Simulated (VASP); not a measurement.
Wanted: the native input for a VASP 6.6.1 run.

```
Task                   : single point
Functional             : PBE
Potentials or basis    : VASP PAW PBE potentials, release 64 (Ru_pv)
Cutoff                 : 520 eV
k mesh                 : 14 × 14 × 8
Occupations            : fermi-dirac, width 0.08 eV
Spin                   : no spin polarisation
Dipole correction      : no
Further INCAR settings : ALGO = Normal; EDIFF = 1e-06; NBANDS = 21
```

The structure of Ru lies in POSCAR:

```
Ru
1.0
    1.3603692281     -2.3562286201      0.0000000000
    1.3603692281      2.3562286201      0.0000000000
    0.0000000000      0.0000000000      4.2960587738
Ru
2
Direct
    0.6666666670      0.3333333330      0.2500000000
    0.3333333330      0.6666666670      0.7500000000
```

The input as run:

INCAR

```
PREC     = Accurate       # precision mode
ENCUT    = 520            # plane-wave cutoff, eV
EDIFF    = 1E-6           # SCF threshold, eV
ISMEAR   = -1             # smearing method
SIGMA    = 0.08           # smearing width, eV
LREAL    = F              # projectors in reciprocal space
LASPH    = T              # aspherical terms in the spheres
NELM     = 80             # most SCF steps
ALGO     = Normal         # electronic algorithm
ISIF     = 2              # what is computed and relaxed
LWAVE    = F              # write WAVECAR
LCHARG   = F              # write CHGCAR
GGA      = PE             # functional
NBANDS   = 21             # bands
```

KPOINTS

```
Automatic mesh
0
Gamma
  14 14 8
```

Potentials or basis: VASP PAW PBE potentials, release 64 (Ru_pv).

Run with:

```bash
$ cat potpaw_PBE.64/Ru_pv/POTCAR > POTCAR
$ mpirun -np 1 vasp_std > vasp.out
```

Results of the run:

| Property | Result |
| --- | --- |
| Pressure | 0.0 GPa |
| Band gap on the k mesh | zero (bands 14 and 15 overlap by 3.06 eV) |

Wall time 120 s on 1 thread of Intel Xeon 8259CL (shared host), peak memory 0.18 GiB.
